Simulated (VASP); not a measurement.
# CuI (P4/nmm) in VASP: a series of runs

CuI is run at these levels: PBEsol, BLYP, LDA; tasks: single point.

Everything below comes from runs of VASP 6.6.1. Logs are shortened: lines on timing, memory, paths and dates and some standing lists are left out, and cuts for length are marked.

**1. The cell of the first run**

It takes space group P4/nmm (No. 129, tetragonal). The conventional cell has a = 4.023 Å, b = 4.023 Å, c = 5.651 Å, α = 90.00°, β = 90.00°, γ = 90.00°. Cu (site symmetry -4m2) has 4 I at 2.60 Å and 4 Cu at 2.84 Å within 3.4 Å. Within 3.4 Å of I (site symmetry 4mm) lie 4 Cu at 2.60 Å.

**2. Single point, PBEsol**

File INCAR:

```
ALGO     = Normal         # electronic algorithm
EDIFF    = 1E-7           # SCF threshold, eV
ENCUT    = 520            # plane-wave cutoff, eV
GGA      = PS             # functional
ISIF     = 2              # what is computed and relaxed
ISMEAR   = 0              # smearing method
LASPH    = True           # aspherical terms in the spheres
LCHARG   = False          # write CHGCAR
LREAL    = False          # projectors in reciprocal space
LWAVE    = False          # write WAVECAR
NBANDS   = 26             # bands
NELM     = 80             # most SCF steps
PREC     = Accurate       # precision mode
SIGMA    = 0.01           # smearing width, eV
```

File KPOINTS:

```
k-points
0
Gamma
  4 4 4
```

File POSCAR:

```
CuI
1.0
    4.0229000000      0.0000000000      0.0000000000
    0.0000000000      4.0229000000      0.0000000000
    0.0000000000      0.0000000000      5.6506000000
Cu I
2 2
Direct
    0.0000000000      0.0000000000      0.0000000000
    0.5000000000      0.5000000000      0.0000000000
    0.0000000000      0.5000000000      0.2913000000
    0.5000000000      0.0000000000      0.7087000000
```

Potentials or basis: VASP PAW PBE potentials, release 64 (Cu, I).

The run is started by

```sh
> cat potpaw_PBE.64/Cu/POTCAR potpaw_PBE.64/I/POTCAR > POTCAR
> mpirun -np 1 vasp_std > vasp.out
```

OUTCAR:

```text
EDIFF = 1E-7
   ENCUT = 520
   GGA = PS
   ISIF = 2
   ISMEAR = 0
   LASPH = True
   LREAL = False
   NELM = 80
   PREC = Accurate

 ion  position               nearest neighbor table
   1  0.000  0.000  0.000-   3 2.60   4 2.60   3 2.60   4 2.60
   2  0.500  0.500  0.000-   3 2.60   4 2.60   4 2.60   3 2.60
   3  0.000  0.500  0.291-   1 2.60   2 2.60   1 2.60   2 2.60
   4  0.500  0.000  0.709-   1 2.60   2 2.60   2 2.60   1 2.60

  LATTYP: Found a simple tetragonal cell.
 ALAT       =     4.0229000000
 C/A-ratio  =     1.4046086157

  Lattice vectors:

 A1 = (   4.0229000000,   0.0000000000,   0.0000000000)
 A2 = (   0.0000000000,   4.0229000000,   0.0000000000)
 A3 = (   0.0000000000,   0.0000000000,   5.6506000000)

Analysis of symmetry for initial positions (statically):
=====================================================================
 Subroutine PRICEL returns:
 Original cell was already a primitive cell.

 Routine SETGRP: Setting up the symmetry group for a
 simple tetragonal supercell.

 Subroutine GETGRP returns: Found 16 space group operations
 (whereof  8 operations were pure point group operations)
 out of a pool of 16 trial point group operations.

The static configuration has the point symmetry D_2d.
 The point group associated with its full space group is D_4h.

Analysis of symmetry for dynamics (positions and initial velocities):
=====================================================================
 Subroutine PRICEL returns:
 Original cell was already a primitive cell.

 Routine SETGRP: Setting up the symmetry group for a
 simple tetragonal supercell.

 Subroutine GETGRP returns: Found 16 space group operations
 (whereof  8 operations were pure point group operations)
 out of a pool of 16 trial point group operations.

The dynamic configuration has the point symmetry D_2d.
 The point group associated with its full space group is D_4h.

 Subroutine INISYM returns: Found 16 space group operations
 (whereof  8 operations are pure point group operations),
 and found     1 'primitive' translations

----------------------------------------------------------------------------------------

                                     Primitive cell

  volume of cell :      91.4478

  direct lattice vectors                    reciprocal lattice vectors
     4.022900000  0.000000000  0.000000000     0.248576897  0.000000000  0.000000000
     0.000000000  4.022900000  0.000000000     0.000000000  0.248576897  0.000000000
     0.000000000  0.000000000  5.650600000     0.000000000  0.000000000  0.176972357

  length of vectors
     4.022900000  4.022900000  5.650600000     0.248576897  0.248576897  0.176972357

  position of ions in fractional coordinates (direct lattice)
     0.000000000  0.000000000  0.000000000
     0.500000000  0.500000000  0.000000000
     0.000000000  0.500000000  0.291300000
     0.500000000  0.000000000  0.708700000

  ion indices of the primitive-cell ions
   primitive index   ion index
                 1           1
                 2           2
                 3           3
                 4           4

----------------------------------------------------------------------------------------

 KPOINTS: k-points

Automatic generation of k-mesh.
 Grid dimensions read from file:
 generate k-points for:    4    4    4

 Generating k-lattice:

  Cartesian coordinates                     Fractional coordinates (reciprocal lattice)
     0.062144224  0.000000000  0.000000000     0.250000000  0.000000000  0.000000000
     0.000000000  0.062144224  0.000000000     0.000000000  0.250000000  0.000000000
     0.000000000  0.000000000  0.044243089     0.000000000  0.000000000  0.250000000

  Length of vectors
     0.062144224  0.062144224  0.044243089

  Shift w.r.t. Gamma in fractional coordinates (k-lattice)
     0.000000000  0.000000000  0.000000000

 Subroutine IBZKPT returns following result:
 ===========================================

 Found     18 irreducible k-points:

 Following reciprocal coordinates:
            Coordinates               Weight
  0.000000  0.000000  0.000000      1.000000
  0.250000  0.000000  0.000000      4.000000
  0.500000  0.000000  0.000000      2.000000
  0.250000  0.250000  0.000000      4.000000
  0.500000  0.250000  0.000000      4.000000
  0.500000  0.500000  0.000000      1.000000
[... 10 lines left out ...]
  0.500000  0.250000  0.500000      4.000000
  0.500000  0.500000  0.500000      1.000000
   k-points           NKPTS =     18   k-points in BZ     NKDIM =     18   number of bands    NBANDS=     26
   number of dos      NEDOS =    301   number of ions     NIONS =      4
   total plane-waves  NPLWV =  37800
   dimension x,y,z NGX =    30 NGY =   30 NGZ =   42
   dimension x,y,z NGXF=    60 NGYF=   60 NGZF=   84
   ions per type =               2   2
   NGX,Y,Z   is equivalent  to a cutoff of  12.40, 12.40, 12.36 a.u.
   NGXF,Y,Z  is equivalent  to a cutoff of  24.79, 24.79, 24.71 a.u.
 SYSTEM =  unknown system
   PREC   = accura    normal or accurate (medium, high low for compatibility)
   ISTART =      0    job   : 0-new  1-cont  2-samecut
   ICHARG =      2    charge: 1-file 2-atom 10-const
   ISPIN  =      1    spin polarized calculation?
   LNONCOLLINEAR =      F non collinear calculations
   LSORBIT =      F    spin-orbit coupling
   LASPH  =      T    aspherical Exc in radial PAW
   ENCUT  =  520.0 eV  38.22 Ry    6.18 a.u.   7.48  7.48 10.51*2*pi/ulx,y,z
   NELM   =     80;   NELMIN=  2; NELMDL= -5     # of ELM steps
   EDIFF  = 0.1E-06   stopping-criterion for ELM
   LREAL  =      F    real-space projection
   EDIFFG = 0.1E-05   stopping-criterion for IOM
   NSW    =      0    number of steps for IOM
   IBRION =     -1    ionic relax: 0-MD 1-quasi-New 2-CG
   NFREE  =      0    steps in history (QN), initial steepest desc. (CG)
   ISIF   =      2    stress and relaxation
   ISYM   =      2    0-nonsym 1-usesym 2-fastsym
   POTIM  = 0.5000    time-step for ionic-motion
   TEBEG  =    0.0;   TEEND  =   0.0 temperature during run
   PSTRESS=    0.0 pullay stress
   NELECT =      36.0000    total number of electrons
   NUPDOWN=      -1.0000    fix difference up-down
   EMIN   =  10.00;   EMAX   =-10.00  energy-range for DOS
   EFERMI =   0.00;   METHOD = LEGACY
   ISMEAR =     0;   SIGMA  =   0.01  broadening in eV -4-tet -1-fermi 0-gaus
   EFERMI_NEDOS =   21; number of points for ismear=-14 and -15
   IALGO  =     38    algorithm
   IMIX   =      4    mixing-type and parameters
     AMIX     =   0.40;   BMIX     =  1.00
     AMIX_MAG =   1.60;   BMIX_MAG =  1.00
  volume/ion in A,a.u.               =      22.86       154.28
  Fermi-wavevector in a.u.,A,eV,Ry     =   1.199825  2.267341 19.586682  1.439581
  Thomas-Fermi vector in A             =   2.335678
   LORBIT       =      0    0 simple, 1 ext, 2 COOP (PROOUT), +10 PAW based schemes
   GGA     = PS    functional components
   LHFCALC =     F    Hartree Fock is set to
   AEXX    =    0.0000 exact exchange contribution
   IVDW    =     0    specifies the selected vdW correction
   LEPSILON=     F    determine dielectric tensor
   LRPA    =     F    only Hartree local field effects (RPA)
 non-spin polarized calculation
 Gauss-broadening in eV      SIGMA  =   0.01
  energy-cutoff  :      520.00
  volume of cell :       91.45
 maximum number of plane-waves:      2486
 NGX is ok and might be reduce to    30
   NGX = 15   NGY = 15   NGZ = 21

 number of electron      36.0000013 magnetization

 Free energy of the ion-electron system (eV)
  ---------------------------------------------------
  ext. energy  EPLUGINS =         0.00000000
  ---------------------------------------------------
  free energy    TOTEN  =       -12.49031940 eV

  energy without entropy =      -12.49031940  energy(sigma->0) =      -12.49031940

 E-fermi :   6.5834     XC(G=0): -10.1761

 val. band max:        6.4585677569   @ k =   0.0000   0.0000   0.0000
 cond. band min:       7.9095576158   @ k =   0.0000   0.0000   0.0000
 fundamental gap:      1.4509898588
 Fermi energy:         6.5833588420

 k-point     1 :       0.0000    0.0000    0.0000
  band No.  band energies     occupation
      1      -8.3472      2.00000
      2      -7.0121      2.00000
      3      -0.1731      2.00000
      4       2.4096      2.00000
      5       2.4132      2.00000
      6       2.4132      2.00000
[... 18 lines left out ...]
     25      14.6011      0.00000
     26      16.0101      0.00000

 k-point     2 :       0.2500    0.0000    0.0000
  band No.  band energies     occupation
      1      -8.0514      2.00000
      2      -7.0549      2.00000
      3       0.3205      2.00000
      4       1.3357      2.00000
      5       1.7109      2.00000
      6       2.3925      2.00000
[... 18 lines left out ...]
     25      14.1347      0.00000
     26      14.9537      0.00000

 k-point     3 :       0.5000    0.0000    0.0000
  band No.  band energies     occupation
      1      -7.4230      2.00000
      2      -7.4230      2.00000
      3       0.7727      2.00000
      4       0.7727      2.00000
      5       1.5655      2.00000
      6       1.5655      2.00000
[... 18 lines left out ...]
     25      13.5591      0.00000
     26      13.5591      0.00000

 k-point     4 :       0.2500    0.2500    0.0000
  band No.  band energies     occupation
      1      -7.7853      2.00000
      2      -7.0385      2.00000
      3       0.7715      2.00000
      4       0.9315      2.00000
      5       1.1781      2.00000
      6       2.1225      2.00000
[... 18 lines left out ...]
     25      13.6366      0.00000
     26      14.2513      0.00000
[... 322 lines left out ...]
      1      -7.4829      2.00000
      2      -7.3569      2.00000
      3       0.3726      2.00000
      4       0.8862      2.00000
      5       1.6618      2.00000
      6       1.6717      2.00000
[... 18 lines left out ...]
     25      13.3834      0.00000
     26      13.7006      0.00000

 k-point    17 :       0.5000    0.2500    0.5000
  band No.  band energies     occupation
      1      -7.2404      2.00000
      2      -7.2404      2.00000
      3       0.2426      2.00000
      4       0.2426      2.00000
      5       1.7460      2.00000
      6       1.7460      2.00000
[... 18 lines left out ...]
     25      14.5182      0.00000
     26      14.5182      0.00000

 k-point    18 :       0.5000    0.5000    0.5000
  band No.  band energies     occupation
      1      -7.0746      2.00000
      2      -7.0746      2.00000
      3       0.7288      2.00000
      4       0.7288      2.00000
      5       1.2183      2.00000
      6       1.2183      2.00000
[... 18 lines left out ...]
     25      12.8065      0.00000
     26      12.8065      0.00000

------------------------ aborting loop because EDIFF is reached ----------------------------------------

  FORCE on cell =-STRESS in cart. coord.  units (eV):
  Direction    XX          YY          ZZ          XY          YZ          ZX
  --------------------------------------------------------------------------------------
  -------------------------------------------------------------------------------------
  Total        1.4307837      1.4307837      2.0649626      0.0000000      0.0000000      0.0000000
  in kB       25.0675282     25.0675282     36.1784309      0.0000000      0.0000000      0.0000000
  external PRESSURE =      28.7711624 kB  Pullay stress =       0.0000000 kB

 VOLUME and BASIS-vectors are now :
 -----------------------------------------------------------------------------
  energy-cutoff  :      520.00
  volume of cell :       91.45
      direct lattice vectors                 reciprocal lattice vectors
     4.022900000  0.000000000  0.000000000     0.248576897  0.000000000  0.000000000
     0.000000000  4.022900000  0.000000000     0.000000000  0.248576897  0.000000000
     0.000000000  0.000000000  5.650600000     0.000000000  0.000000000  0.176972357

 POSITION                                       TOTAL-FORCE (eV/Angst)
 -----------------------------------------------------------------------------------
      0.00000      0.00000      0.00000         0.000000      0.000000      0.000000
      2.01145      2.01145      0.00000         0.000000     -0.000000      0.000000
      0.00000      2.01145      1.64602         0.000000      0.000000     -0.055354
      2.01145      0.00000      4.00458         0.000000      0.000000      0.055354
 -----------------------------------------------------------------------------------
    total drift:                                0.000000      0.000000      0.000000

  FREE ENERGIE OF THE ION-ELECTRON SYSTEM (eV)
  ---------------------------------------------------
  free  energy   TOTEN  =       -12.4903193968 eV

  energy  without entropy=      -12.4903193968  energy(sigma->0) =      -12.49031940
```

It took 94 s on 1 thread of Intel Xeon 8259CL, shared host; peak memory 0.2 GiB.

Results:

| Item | Value |
| --- | --- |
| Free energy | -12.4903 eV |
| Pressure | 2.9 GPa |
| Largest force | 0.055 eV/Å |
| Band gap on the k mesh | 1.45 eV |

Forces on the atoms (eV/Å):
```
Cu   0.000  0.000  0.000
Cu   0.000  0.000  0.000
I    0.000  0.000 -0.055
I    0.000  0.000  0.055
```

Stress tensor (GPa, compression positive):
```
2.51 0.00 0.00
0.00 2.51 0.00
0.00 0.00 3.62
```

Caveat: the PAW data sets were made with another functional, which shifts forces and pressure a little; spin-orbit coupling is left out, which moves the levels of the heavy elements.

**3. Single point, BLYP**

File INCAR:

```
SYSTEM = CuI
  AGGAC = 1.0
  AGGAX = 1.0
  ALDAC = 0.0
  ALDAX = 1.0
  ALGO = Normal
  EDIFF = 1E-7
  ENCUT = 520
  GGA = B5
  ISIF = 2
  ISMEAR = 0
  LASPH = .True.
  LCHARG = .False.
  LREAL = .False.
  LWAVE = .False.
  NBANDS = 26
  NELM = 100
  PREC = Accurate
  SIGMA = 0.01
```

File KPOINTS:

```
k-points
0
Gamma
  4 4 4
  0 0 0
```

POSCAR is that of step 2.

Potentials or basis: VASP PAW PBE potentials, release 64 (Cu, I).

The run is started by

```sh
> cat potpaw_PBE.64/Cu/POTCAR potpaw_PBE.64/I/POTCAR > POTCAR
> mpirun -np 1 vasp_std > vasp.out
```

It took 2.2 min on 1 thread of Intel Xeon 8259CL, shared host; peak memory 0.2 GiB.

The run converged. Its results:

```
Free energy            : -8.2056 eV
Pressure               : 12.0 GPa
Largest force          : 0.495 eV/Å
Band gap on the k mesh : 1.70 eV
```

Forces in eV/Å, atoms in the order of the input:
```
Cu   0.000  0.000  0.000
Cu   0.000  0.000  0.000
I    0.000  0.000  0.495
I    0.000  0.000 -0.495
```

Stress tensor (GPa, compression positive):
```
11.72  0.00  0.00
 0.00 11.72  0.00
 0.00  0.00 12.44
```

Levels at points of the mesh, in eV from the valence-band top:
```tsv
k point	band 14	band 15	band 16	band 17	band 18	band 19	band 20	band 21	band 22	band 23
(0.00, 0.00, 0.00)	-1.92	-1.63	-1.20	0.00	0.00	1.70	2.56	3.37	4.57	4.57
(0.50, 0.00, 0.00)	-2.41	-1.59	-1.59	-0.89	-0.89	3.98	3.98	4.46	4.46	6.74
(0.50, 0.50, 0.00)	-2.20	-2.07	-2.07	-1.59	-1.59	2.19	2.19	2.45	2.45	10.30
(0.00, 0.00, 0.50)	-1.65	-1.63	-1.61	-0.89	-0.89	3.10	3.65	3.82	4.16	5.55
(0.50, 0.00, 0.50)	-2.43	-0.85	-0.85	-0.78	-0.78	2.14	2.14	5.42	5.42	5.43
(0.50, 0.50, 0.50)	-2.31	-2.20	-2.20	-1.39	-1.39	4.74	4.74	4.77	4.77	6.39
```

Caveat: the cell stands under pressure; the PAW data sets were made with another functional, which shifts forces and pressure a little; spin-orbit coupling is left out, which moves the levels of the heavy elements.

**4. Single point, LDA**

File INCAR:

```
SYSTEM = CuI
ALGO     = Normal         ! electronic algorithm
EDIFF    = 1E-6           ! SCF threshold, eV
ENCUT    = 520            ! plane-wave cutoff, eV
ISIF     = 2              ! what is computed and relaxed
ISMEAR   = 0              ! smearing method
LASPH    = .TRUE.         ! aspherical terms in the spheres
LCHARG   = .TRUE.         ! write CHGCAR
LELF     = .TRUE.         ! ELF
LREAL    = .FALSE.        ! projectors in reciprocal space
LVHAR    = .TRUE.       
LWAVE    = .FALSE.        ! write WAVECAR
NBANDS   = 26             ! bands
NELM     = 100            ! most SCF steps
PREC     = Accurate       ! precision mode
SIGMA    = 0.01           ! smearing width, eV
```

File KPOINTS:

```
k-points
0
G
  4 4 4
  0 0 0
```

POSCAR is that of step 3.

Potentials or basis: VASP PAW LDA potentials, release 64 (Cu, I).

The run is started by

```sh
> cat potpaw_LDA.64/Cu/POTCAR potpaw_LDA.64/I/POTCAR > POTCAR
> mpirun -np 1 vasp_std > vasp.out
```

Run time: 78 s. Hardware: 1 thread of Intel Xeon 8259CL, shared host; peak memory 0.18 GiB.

Results (log left out):

```yaml
Free_energy: -13.8493 eV
Pressure: 0.5 GPa
Largest_force: 0.312 eV/Å
Band_gap_on_the_k_mesh: 1.43 eV
```

Forces in eV/Å, atoms in the order of the input:
```
Cu   0.000  0.000  0.000
Cu   0.000  0.000  0.000
I    0.000  0.000 -0.312
I    0.000  0.000  0.312
```

Stress tensor (GPa, compression positive):
```
0.24 0.00 0.00
0.00 0.24 0.00
0.00 0.00 1.11
```

Levels at points of the mesh, in eV from the valence-band top:
| k point | band 14 | band 15 | band 16 | band 17 | band 18 | band 19 | band 20 | band 21 | band 22 | band 23 |
| --- | --- | --- | --- | --- | --- | --- | --- | --- | --- | --- |
| (0.00, 0.00, 0.00) | -1.97 | -1.67 | -1.28 | 0.00 | 0.00 | 1.43 | 2.43 | 3.10 | 4.42 | 4.42 |
| (0.50, 0.00, 0.00) | -2.46 | -1.64 | -1.64 | -0.91 | -0.91 | 3.81 | 3.81 | 4.30 | 4.30 | 6.59 |
| (0.50, 0.50, 0.00) | -2.24 | -2.11 | -2.11 | -1.63 | -1.63 | 2.06 | 2.06 | 2.16 | 2.16 | 10.18 |
| (0.00, 0.00, 0.50) | -1.69 | -1.67 | -1.66 | -0.91 | -0.91 | 3.03 | 3.39 | 3.48 | 4.02 | 5.29 |
| (0.50, 0.00, 0.50) | -2.48 | -0.88 | -0.88 | -0.79 | -0.79 | 1.98 | 1.98 | 5.23 | 5.23 | 5.26 |
| (0.50, 0.50, 0.50) | -2.36 | -2.24 | -2.24 | -1.43 | -1.43 | 4.54 | 4.54 | 4.73 | 4.73 | 6.20 |

Caveat: spin-orbit coupling is left out, which moves the levels of the heavy elements. As with any semilocal functional, this LDA gap is likely too small.

**5. Overview**

| level | potentials or basis | gap on the mesh (eV) | pressure (GPa) | largest force (eV/Å) |
| --- | --- | --- | --- | --- |
| PBEsol | VASP PAW PBE potentials, release 64 (Cu, I) | 1.45 | 2.9 | 0.06 |
| BLYP | VASP PAW PBE potentials, release 64 (Cu, I) | 1.70 | 12.0 | 0.50 |
| LDA | VASP PAW LDA potentials, release 64 (Cu, I) | 1.43 | 0.5 | 0.31 |

Alike in all rows: task single point; no spin polarisation; cell as given; k mesh 4 × 4 × 4; cutoff (eV) 520; smearing gaussian 0.01 eV.

Caveats: spin-orbit coupling is left out, which moves the levels of the heavy elements; the PAW data sets were made with another functional, which shifts forces and pressure a little (at least some runs); the cell stands under pressure (at least some runs).

Absolute energies hang on the potentials; compare differences alone.
